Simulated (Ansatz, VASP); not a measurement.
## Ta: VASP beside Ansatz

File INCAR:

```
SYSTEM = Ta
PREC = Accurate
ENCUT = 520
EDIFF = 1E-6
ISMEAR = 0
SIGMA = 0.15
LREAL = .False.
LASPH = .True.
NELM = 60
ALGO = Fast
ISIF = 2
LWAVE = .False.
LCHARG = .True.
GGA = PS
LELF = .True.
LVHAR = .True.
NBANDS = 12
```

KPOINTS

```
Automatic mesh
0
Gamma
  20 20 20
  0 0 0
```

File POSCAR:

```
Ta
1.0
   -1.8206537848      1.6402286350      1.8862629302
    1.8206537848     -1.6402286350      1.8862629302
    1.8206537848      1.6402286350     -1.8862629302
Ta
1
Direct
    0.0000000000      0.0000000000      0.0000000000
```

Input for Ansatz:

```yaml
crystal:
  lattice:
    - [-1.8206537848, 1.640228635, 1.8862629302]
    - [1.8206537848, -1.640228635, 1.8862629302]
    - [1.8206537848, 1.640228635, -1.8862629302]
  atoms:
    - { symbol: Ta, position: [0.0, 0.0, 0.0] }
basis:
  ecutwfc: 420
kpoints:
  mp_grid: { grid: [20, 20, 20] }
hamiltonian:
  xc: pbesol
  pseudopotentials: { kind: paw, azcp: { folder: soft_1 } }
scf:
  occupations: { method: gaussian, width: 0.15 }
output:
  forces: true
  stress: true
  eigenvalues: true
```

Change from the starting cell: normal strain along x +0.1100, normal strain along z +0.1500.

Alike in both runs: task single point; functional PBEsol; k mesh 20 × 20 × 20; occupations gaussian, width 0.15 eV; no spin polarisation.

```csv
,VASP,Ansatz
version,VASP 6.6.1,Ansatz 0.2.0
potentials or method,"VASP PAW PBE potentials, release 64 (Ta_pv), cutoff 520 eV","scalar-relativistic, plane waves, PAW"
valence electrons in the cell,11,13
```

|  | VASP | Ansatz | Ansatz less VASP |
| --- | --- | --- | --- |
| gap on the k mesh at the Fermi level (eV) | none | none | - |
| pressure (GPa) | -30.9 | -30.8 | +0.06 |
| traceless stress, the component that is largest in VASP (GPa) | -1.53 | -1.53 | +0.007 |

VASP's potentials were made for PBE, not for PBEsol, and Ansatz warns of the same on its side. A gap of «none» marks a metal or a gap that the smearing closes. Both programs put the cell under strong tension, so it lies far from rest at this level. VASP's potentials hold 11 valence electrons a cell and Ansatz's 13, so a difference there can come from the potentials and not from the codes.

Neither program's run includes spin-orbit coupling. Noted on VASP's run: the cell as given lies far from equilibrium.
